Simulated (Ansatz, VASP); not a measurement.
This is a calculation of BaTe for Ansatz 0.2.0.

input.yaml

```yaml
crystal:
  lattice:
    - [0.0, 3.4768797245, 3.4768797245]
    - [3.4768797245, 0.0, 3.4768797245]
    - [3.4768797245, 3.4768797245, 0.0]
  atoms:
    - { symbol: Ba, position: [0.0, 0.0, 0.0] }
    - { symbol: Te, position: [0.5, 0.5, 0.5] }
kpoints:
  mp_grid: { grid: [7, 7, 7] }
scf:
  occupations: { method: fermi_dirac, width: 0.05 }
hamiltonian:
  xc: pbe
  pseudopotentials: { kind: all_electron, lapw: { basis_error: 0.0005 } }
output:
  forces: true
  stress: true
  eigenvalues: true
```

Potentials or basis: all-electron LAPW, scalar-relativistic.

Command:

```console
$ ansatz run input.yaml --threads 1 --pin off --max-ram 3072MiB --backend cpu --events-out ev --progress --plain --runs-dir out
```

Translate it to VASP 6.6.1. Potentials there: VASP PAW PBE potentials, release 64 (Ba_sv, Te).

As run (the cutoff follows the program's own potentials):

File INCAR:

```
SYSTEM = BaTe
ALGO     = Normal         ! electronic algorithm
EDIFF    = 1E-6           ! SCF threshold, eV
ENCUT    = 520            ! plane-wave cutoff, eV
GGA      = PE             ! functional
ISIF     = 2              ! what is computed and relaxed
ISMEAR   = -1             ! smearing method
LASPH    = .TRUE.         ! aspherical terms in the spheres
LCHARG   = .FALSE.        ! write CHGCAR
LREAL    = .FALSE.        ! projectors in reciprocal space
LWAVE    = .FALSE.        ! write WAVECAR
NBANDS   = 15             ! bands
NELM     = 60             ! most SCF steps
PREC     = Accurate       ! precision mode
SIGMA    = 0.05           ! smearing width, eV
```

Contents of KPOINTS:

```
k-points
0
G
  7 7 7
  0 0 0
```

The input POSCAR:

```
BaTe
1.0
    0.0000000000      3.4768797245      3.4768797245
    3.4768797245      0.0000000000      3.4768797245
    3.4768797245      3.4768797245      0.0000000000
Ba Te
1 1
Direct
    0.0000000000      0.0000000000      0.0000000000
    0.5000000000      0.5000000000      0.5000000000
```

Potentials or basis: VASP PAW PBE potentials, release 64 (Ba_sv, Te).

Launch:

```console
$ cat potpaw_PBE.64/Ba_sv/POTCAR potpaw_PBE.64/Te/POTCAR > POTCAR
$ mpirun -np 1 vasp_std > vasp.out
```

Both were run:

|  | VASP | Ansatz | Ansatz less VASP |
| --- | --- | --- | --- |
| gap on the k mesh at the Fermi level (eV) | 1.52 | 1.61 | +0.085 |
| least direct gap on the mesh (eV) | 1.91 | 1.96 | +0.052 |
| pressure (GPa) | 1.9 | 1.5 | -0.35 |

Ansatz ran all-electron here, and VASP with PAW potentials.

Spin-orbit coupling is off throughout.
